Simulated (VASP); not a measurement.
# PbSe (Clausthalite) (I4/mmm) in VASP: single point with r2SCAN

Aim: the single point of PbSe (Clausthalite) with r2SCAN.

Program: VASP 6.6.1. These are calculated values, not measurements. Logs are shortened: lines on timing, memory, paths and dates and some standing lists are left out, and cuts for length are marked.

## Step 1: The cell of the first run

Symmetry: I4/mmm, No. 139, tetragonal system. Conventional cell: a = 4.341 Å, b = 4.341 Å, c = 6.474 Å, α = 90.00°, β = 90.00°, γ = 90.00°. Pb (site symmetry 4/mmm) has 6 Se at 3.07 to 3.24 Å within 4.0 Å. Se (site symmetry 4/mmm) has 6 Pb at 3.07 to 3.24 Å within 4.0 Å.

## Step 2: Single point, r2SCAN (uniaxial z strain +5.5%)

The input, POSCAR:

```
PbSe
1.0
    0.0000000000      3.0696893648      3.2369874352
    3.0696893648      0.0000000000      3.2369874352
    3.0696893648      3.0696893648      0.0000000000
Pb Se
1 1
Direct
    0.0000000000      0.0000000000      0.0000000000
    0.5000000000      0.5000000000      0.5000000000
```

The input, INCAR.step1:

```
PREC = Accurate ; ENCUT = 520
ISMEAR = 0 ; SIGMA = 0.01
LREAL = False ; LASPH = True
NELM = 100 ; NBANDS = 17
GGA = PE ; ALGO = Normal
EDIFF = 1E-4 ; LWAVE = True
LCHARG = False
```

The input, INCAR.step2:

```
PREC = Accurate ; ENCUT = 520
EDIFF = 1E-6 ; ISMEAR = 0
SIGMA = 0.01 ; LREAL = False
LASPH = True ; NELM = 100
ALGO = Normal ; ISIF = 2
LWAVE = False ; LCHARG = True
METAGGA = R2SCAN ; LMIXTAU = True
LELF = True ; LVHAR = True
NBANDS = 17 ; ISTART = 1
```

The input, KPOINTS:

```
Automatic mesh
0
Gamma
  8 8 8
```

Potentials or basis: VASP PAW PBE potentials, release 64 (Pb_d, Se).

Launch:

```bash
cat potpaw_PBE.64/Pb_d/POTCAR potpaw_PBE.64/Se/POTCAR > POTCAR
cp INCAR.step1 INCAR
mpirun -np 1 vasp_std > vasp.out
cp INCAR.step2 INCAR
mpirun -np 1 vasp_std > vasp.out
```

OUTCAR:

```text
PREC = Accurate
   ENCUT = 520
   EDIFF = 1E-6
   ISMEAR = 0
   LREAL = False
   LASPH = True
   NELM = 100
   ISIF = 2
   METAGGA = R2SCAN
   ISTART = 1

 ion  position               nearest neighbor table
   1  0.000  0.000  0.000-   2 3.07   2 3.07   2 3.07   2 3.07   2 3.24   2 3.24
   2  0.500  0.500  0.500-   1 3.07   1 3.07   1 3.07   1 3.07   1 3.24   1 3.24

  LATTYP: Found a body centered tetragonal cell.
 ALAT       =     4.3411963320
 C/A-ratio  =     1.4912882015

  Lattice vectors:

 A1 = (  -3.0696893648,   0.0000000000,   3.2369874352)
 A2 = (   3.0696893648,   0.0000000000,   3.2369874352)
 A3 = (   0.0000000000,   3.0696893648,  -3.2369874352)

Analysis of symmetry for initial positions (statically):
=====================================================================
 Subroutine PRICEL returns:
 Original cell was already a primitive cell.

 Routine SETGRP: Setting up the symmetry group for a
 body centered tetragonal supercell.

 Subroutine GETGRP returns: Found 16 space group operations
 (whereof 16 operations were pure point group operations)
 out of a pool of 16 trial point group operations.

The static configuration has the point symmetry D_4h.

Analysis of symmetry for dynamics (positions and initial velocities):
=====================================================================
 Subroutine PRICEL returns:
 Original cell was already a primitive cell.

 Routine SETGRP: Setting up the symmetry group for a
 body centered tetragonal supercell.

 Subroutine GETGRP returns: Found 16 space group operations
 (whereof 16 operations were pure point group operations)
 out of a pool of 16 trial point group operations.

The dynamic configuration has the point symmetry D_4h.

 Subroutine INISYM returns: Found 16 space group operations
 (whereof 16 operations are pure point group operations),
 and found     1 'primitive' translations

----------------------------------------------------------------------------------------

                                     Primitive cell

  volume of cell :      61.0042

  direct lattice vectors                    reciprocal lattice vectors
     0.000000000  3.069689365  3.236987435    -0.162882931  0.162882931  0.154464609
     3.069689365  0.000000000  3.236987435     0.162882931 -0.162882931  0.154464609
     3.069689365  3.069689365  0.000000000     0.162882931  0.162882931 -0.154464609

  length of vectors
     4.461062704  4.461062704  4.341196332     0.277346379  0.277346379  0.277346379

  position of ions in fractional coordinates (direct lattice)
     0.000000000  0.000000000  0.000000000
     0.500000000  0.500000000  0.500000000

  ion indices of the primitive-cell ions
   primitive index   ion index
                 1           1
                 2           2

----------------------------------------------------------------------------------------

 KPOINTS: Automatic mesh

Automatic generation of k-mesh.
 Grid dimensions read from file:
 generate k-points for:    8    8    8

 Generating k-lattice:

  Cartesian coordinates                     Fractional coordinates (reciprocal lattice)
    -0.020360366  0.020360366  0.019308076     0.125000000  0.000000000  0.000000000
     0.020360366 -0.020360366  0.019308076     0.000000000  0.125000000  0.000000000
     0.020360366  0.020360366 -0.019308076     0.000000000  0.000000000  0.125000000

  Length of vectors
     0.034668297  0.034668297  0.034668297

  Shift w.r.t. Gamma in fractional coordinates (k-lattice)
     0.000000000  0.000000000  0.000000000

 Subroutine IBZKPT returns following result:
 ===========================================

 Found     59 irreducible k-points:

 Following reciprocal coordinates:
            Coordinates               Weight
  0.000000  0.000000  0.000000      1.000000
  0.125000 -0.000000  0.000000      8.000000
  0.250000 -0.000000  0.000000      8.000000
  0.375000  0.000000  0.000000      8.000000
  0.500000 -0.000000  0.000000      4.000000
  0.125000  0.125000  0.000000      2.000000
[... 16 lines left out ...]
  0.250000 -0.000000  0.125000     16.000000
  0.375000 -0.000000  0.125000     16.000000
 [... further k-points ...]
   k-points           NKPTS =     59   k-points in BZ     NKDIM =     59   number of bands    NBANDS=     17
   number of dos      NEDOS =    301   number of ions     NIONS =      2
   total plane-waves  NPLWV =  41472
   dimension x,y,z NGX =    36 NGY =   36 NGZ =   32
   dimension x,y,z NGXF=    72 NGYF=   72 NGZF=   64
   ions per type =               1   1
   NGX,Y,Z   is equivalent  to a cutoff of  13.42, 13.42, 12.25 a.u.
   NGXF,Y,Z  is equivalent  to a cutoff of  26.83, 26.83, 24.51 a.u.
 SYSTEM =  unknown system
   PREC   = accura    normal or accurate (medium, high low for compatibility)
   ISTART =      1    job   : 0-new  1-cont  2-samecut
   ICHARG =      0    charge: 1-file 2-atom 10-const
   ISPIN  =      1    spin polarized calculation?
   LNONCOLLINEAR =      F non collinear calculations
   LSORBIT =      F    spin-orbit coupling
   LASPH  =      T    aspherical Exc in radial PAW
   ENCUT  =  520.0 eV  38.22 Ry    6.18 a.u.   8.29  8.29  8.07*2*pi/ulx,y,z
   NELM   =    100;   NELMIN=  2; NELMDL=  0     # of ELM steps
   EDIFF  = 0.1E-05   stopping-criterion for ELM
   LREAL  =      F    real-space projection
   EDIFFG = 0.1E-04   stopping-criterion for IOM
   NSW    =      0    number of steps for IOM
   IBRION =     -1    ionic relax: 0-MD 1-quasi-New 2-CG
   NFREE  =      0    steps in history (QN), initial steepest desc. (CG)
   ISIF   =      2    stress and relaxation
   ISYM   =      2    0-nonsym 1-usesym 2-fastsym
   POTIM  = 0.5000    time-step for ionic-motion
   TEBEG  =    0.0;   TEEND  =   0.0 temperature during run
   PSTRESS=    0.0 pullay stress
   NELECT =      20.0000    total number of electrons
   NUPDOWN=      -1.0000    fix difference up-down
   EMIN   =  10.00;   EMAX   =-10.00  energy-range for DOS
   EFERMI =   0.00;   METHOD = LEGACY
   ISMEAR =     0;   SIGMA  =   0.01  broadening in eV -4-tet -1-fermi 0-gaus
   EFERMI_NEDOS =   21; number of points for ismear=-14 and -15
   IALGO  =     38    algorithm
   IMIX   =      4    mixing-type and parameters
     AMIX     =   0.40;   BMIX     =  1.00
     AMIX_MAG =   1.60;   BMIX_MAG =  1.00
  volume/ion in A,a.u.               =      30.50       205.84
  Fermi-wavevector in a.u.,A,eV,Ry     =   1.128838  2.133194 17.337561  1.274275
  Thomas-Fermi vector in A             =   2.265529
   LORBIT       =      0    0 simple, 1 ext, 2 COOP (PROOUT), +10 PAW based schemes
   METAGGA = R2SCAN    functional components
   LHFCALC =     F    Hartree Fock is set to
   AEXX    =    0.0000 exact exchange contribution
   IVDW    =     0    specifies the selected vdW correction
   LEPSILON=     F    determine dielectric tensor
   LRPA    =     F    only Hartree local field effects (RPA)
 non-spin polarized calculation
 Gauss-broadening in eV      SIGMA  =   0.01
  energy-cutoff  :      520.00
  volume of cell :       61.00
 maximum number of plane-waves:      1660
 NGX is ok and might be reduce to    36
   NGX = 17   NGY = 17   NGZ = 17

 number of electron      20.0000001 magnetization

 Free energy of the ion-electron system (eV)
  ---------------------------------------------------
  ext. energy  EPLUGINS =         0.00000000
  ---------------------------------------------------
  free energy    TOTEN  =       -71.89691416 eV

  energy without entropy =      -71.89691416  energy(sigma->0) =      -71.89691416

 E-fermi :   4.2537     XC(G=0):  -9.7597

 val. band max:        4.1708684322   @ k =   0.5000  -0.0000   0.0000
 cond. band min:       4.8754758135   @ k =   0.5000  -0.0000   0.0000
 fundamental gap:      0.7046073813
 Fermi energy:         4.2537216680

 k-point     1 :       0.0000    0.0000    0.0000
  band No.  band energies     occupation
      1     -13.2264      2.00000
      2     -13.2169      2.00000
      3     -13.2169      2.00000
      4     -13.1967      2.00000
      5     -13.1863      2.00000
      6      -9.4698      2.00000
[... 9 lines left out ...]
     16      11.3703      0.00000
     17      12.2020      0.00000

 k-point     2 :       0.1250   -0.0000    0.0000
  band No.  band energies     occupation
      1     -13.2272      2.00000
      2     -13.2161      2.00000
      3     -13.2147      2.00000
      4     -13.1938      2.00000
      5     -13.1889      2.00000
      6      -9.3605      2.00000
[... 9 lines left out ...]
     16      11.6766      0.00000
     17      13.1717      0.00000

 k-point     3 :       0.2500   -0.0000    0.0000
  band No.  band energies     occupation
      1     -13.2309      2.00000
      2     -13.2140      2.00000
      3     -13.2119      2.00000
      4     -13.1926      2.00000
      5     -13.1852      2.00000
      6      -9.0633      2.00000
[... 9 lines left out ...]
     16      12.4788      0.00000
     17      15.0273      0.00000

 k-point     4 :       0.3750    0.0000    0.0000
  band No.  band energies     occupation
      1     -13.2355      2.00000
      2     -13.2148      2.00000
      3     -13.2124      2.00000
      4     -13.1906      2.00000
      5     -13.1754      2.00000
      6      -8.6961      2.00000
[... 9 lines left out ...]
     16      13.8297      0.00000
     17      15.8202      0.00000

 k-point     5 :       0.5000   -0.0000    0.0000
  band No.  band energies     occupation
      1     -13.2375      2.00000
      2     -13.2172      2.00000
      3     -13.2119      2.00000
      4     -13.1885      2.00000
      5     -13.1712      2.00000
      6      -8.5110      2.00000
[... 9 lines left out ...]
     16      14.7487      0.00000
     17      15.1475      0.00000

 k-point     6 :       0.1250    0.1250    0.0000
  band No.  band energies     occupation
      1     -13.2354      2.00000
      2     -13.2125      2.00000
      3     -13.2125      2.00000
      4     -13.1983      2.00000
      5     -13.1846      2.00000
      6      -9.3378      2.00000
[... 9 lines left out ...]
     16      12.2075      0.00000
     17      13.7348      0.00000

 k-point     7 :       0.2500    0.1250    0.0000
  band No.  band energies     occupation
      1     -13.2438      2.00000
      2     -13.2089      2.00000
      3     -13.2082      2.00000
      4     -13.1963      2.00000
      5     -13.1850      2.00000
      6      -9.1150      2.00000
[... 9 lines left out ...]
     16      13.0328      0.00000
     17      14.9791      0.00000

 k-point     8 :       0.3750    0.1250    0.0000
  band No.  band energies     occupation
      1     -13.2483      2.00000
      2     -13.2080      2.00000
      3     -13.2078      2.00000
      4     -13.1876      2.00000
      5     -13.1861      2.00000
      6      -8.7709      2.00000
[... 9 lines left out ...]
     16      14.1674      0.00000
     17      15.9609      0.00000
[... 203 lines left out ...]
      1     -13.3011      2.00000
      2     -13.2038      2.00000
      3     -13.1901      2.00000
      4     -13.1889      2.00000
      5     -13.1788      2.00000
      6      -8.3879      2.00000
[... 9 lines left out ...]
     16      16.3801      0.00000
     17      16.4470      0.00000

 k-point    20 :      -0.3750    0.3750    0.0000
  band No.  band energies     occupation
      1     -13.2852      2.00000
      2     -13.1962      2.00000
      3     -13.1937      2.00000
      4     -13.1903      2.00000
      5     -13.1888      2.00000
      6      -8.3025      2.00000
[... 9 lines left out ...]
     16      15.1010      0.00000
     17      16.1826      0.00000

 k-point    21 :       0.5000    0.5000    0.0000
  band No.  band energies     occupation
      1     -13.3130      2.00000
      2     -13.2081      2.00000
      3     -13.1863      2.00000
      4     -13.1863      2.00000
      5     -13.1748      2.00000
      6      -8.3613      2.00000
[... 9 lines left out ...]
     16      16.2921      0.00000
     17      17.4234      0.00000

 k-point    22 :       0.1250    0.0000    0.1250
  band No.  band energies     occupation
      1     -13.2238      2.00000
      2     -13.2190      2.00000
      3     -13.2130      2.00000
      4     -13.1937      2.00000
      5     -13.1904      2.00000
      6      -9.3154      2.00000
[... 9 lines left out ...]
     16      12.3331      0.00000
     17      12.5119      0.00000

 k-point    23 :       0.2500   -0.0000    0.1250
  band No.  band energies     occupation
      1     -13.2256      2.00000
      2     -13.2192      2.00000
      3     -13.2103      2.00000
      4     -13.2004      2.00000
      5     -13.1822      2.00000
      6      -9.0702      2.00000
[... 9 lines left out ...]
     16      13.1253      0.00000
     17      13.8202      0.00000

 k-point    24 :       0.3750   -0.0000    0.1250
  band No.  band energies     occupation
      1     -13.2323      2.00000
      2     -13.2169      2.00000
      3     -13.2154      2.00000
      4     -13.1977      2.00000
      5     -13.1730      2.00000
      6      -8.7146      2.00000
[... 9 lines left out ...]
     16      14.3975      0.00000
     17      15.3781      0.00000

 [... further k-points ...]
[... 5 lines left out ...]
  --------------------------------------------------------------------------------------
  -------------------------------------------------------------------------------------
  Total        0.0947890      0.0947890     -1.6646122      0.0000000      0.0000000      0.0000000
  in kB        2.4894794      2.4894794    -43.7183525      0.0000000      0.0000000      0.0000000
  external PRESSURE =     -12.9131312 kB  Pullay stress =       0.0000000 kB

 VOLUME and BASIS-vectors are now :
 -----------------------------------------------------------------------------
  energy-cutoff  :      520.00
  volume of cell :       61.00
      direct lattice vectors                 reciprocal lattice vectors
     0.000000000  3.069689365  3.236987435    -0.162882931  0.162882931  0.154464609
     3.069689365  0.000000000  3.236987435     0.162882931 -0.162882931  0.154464609
     3.069689365  3.069689365  0.000000000     0.162882931  0.162882931 -0.154464609

 POSITION                                       TOTAL-FORCE (eV/Angst)
 -----------------------------------------------------------------------------------
      0.00000      0.00000      0.00000         0.000000      0.000000      0.000000
      3.06969      3.06969      3.23699        -0.000000     -0.000000     -0.000000
 -----------------------------------------------------------------------------------
    total drift:                                0.000000      0.000000      0.000000

  FREE ENERGIE OF THE ION-ELECTRON SYSTEM (eV)
  ---------------------------------------------------
  free  energy   TOTEN  =       -71.8969141590 eV

  energy  without entropy=      -71.8969141590  energy(sigma->0) =      -71.89691416
```

It took 4.5 min on 1 thread of Intel Xeon 8259CL, shared host; peak memory 0.24 GiB.

Results:

```
Free energy            : -71.8969 eV
Pressure               : -1.3 GPa
Band gap on the k mesh : 0.70 eV, direct
```

Stress tensor (GPa, compression positive):
```
 0.25  0.00  0.00
 0.00  0.25  0.00
 0.00  0.00 -4.37
```

Levels at points of the mesh, in eV from the valence-band top:
| k point | band 6 | band 7 | band 8 | band 9 | band 10 | band 11 | band 12 | band 13 | band 14 | band 15 |
| --- | --- | --- | --- | --- | --- | --- | --- | --- | --- | --- |
| (0.00, 0.00, 0.00) | -13.64 | -6.45 | -1.90 | -1.90 | -1.46 | 4.17 | 5.29 | 5.29 | 6.89 | 7.20 |
| (0.50, 0.00, 0.00) | -12.68 | -8.74 | -1.44 | -1.31 | 0.00 | 0.70 | 1.95 | 2.17 | 8.97 | 10.45 |
| (0.50, 0.50, 0.00) | -12.53 | -7.29 | -4.56 | -2.95 | -2.95 | 4.41 | 5.74 | 5.95 | 5.95 | 11.78 |
| (0.50, 0.00, 0.50) | -12.29 | -7.52 | -4.69 | -3.31 | -2.76 | 4.21 | 5.08 | 6.27 | 6.43 | 11.08 |

Caveat: the cell differs from its parent crystal (uniaxial z strain +5.5%); the PAW data sets were made with another functional, which shifts forces and pressure a little; spin-orbit coupling is left out, which moves the levels of the heavy elements. A k mesh can miss the band edges.
